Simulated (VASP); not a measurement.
Wanted: the native input for a VASP 6.6.1 run.

```yaml
Task: single point
Functional: LDA
Potentials_or_basis: VASP PAW LDA potentials, release 64 (Mn_pv, O)
Cutoff: 520 eV
k_mesh: 12 × 12 × 12
Occupations: fermi-dirac, width 0.05 eV
Spin: collinear spin, ferromagnetic start
Starting_moments: "[2.8, 0.0, 0.0] μB"
Dipole_correction: no
Further_INCAR_settings: ALGO = Normal; EDIFF = 1e-06; NBANDS = 24
```

The structure of MnO2 lies in POSCAR:

```
MnO2
1.0
    4.8716520000      0.0000000000      0.0000000000
    4.0339788826      2.7313014451      0.0000000000
    4.0339788826      1.2371961624      2.4350263324
Mn O
1 2
Direct
    0.0000000000      0.0000000000      0.0000000000
    0.2643644900      0.2643644900      0.2643644900
    0.7356355100      0.7356355100      0.7356355100
```

These files were run (other wordings do the same):

INCAR

```
PREC = Accurate
ENCUT = 520
EDIFF = 1E-6
ISMEAR = -1
SIGMA = 0.05
LREAL = F
LASPH = T
NELM = 150
ALGO = Normal
ISIF = 2
LWAVE = F
LCHARG = F
ISPIN = 2
MAGMOM = 2.8 0 0
LORBIT = 11
LMAXMIX = 4
GGA = CA
NBANDS = 24
```

KPOINTS

```
Automatic mesh
0
Gamma
  12 12 12
```

Potentials or basis: VASP PAW LDA potentials, release 64 (Mn_pv, O).

Run with:

```bash
$ cat potpaw_LDA.64/Mn_pv/POTCAR potpaw_LDA.64/O/POTCAR > POTCAR
$ mpirun -np 1 vasp_std > vasp.out
```

Results of the run:

- Pressure: -7.9 GPa
- Largest force: 0.456 eV/Å
- Band gap on the k mesh: 0.35 eV, indirect (least direct gap 0.39 eV)
- Net moment: 3.00 μB per cell
- Site moments: Mn +2.78; O +0.06 μB
- Valence electrons inside the program's atomic spheres: Mn 11.78; O 4.96

Caveat: a cell with one magnetic atom can't hold antiferromagnetic order, which such compounds often take.

Wall time 15 min on 1 thread of Oxide Virtual Turin-like Processor, with other jobs on the host, peak memory 0.3 GiB.
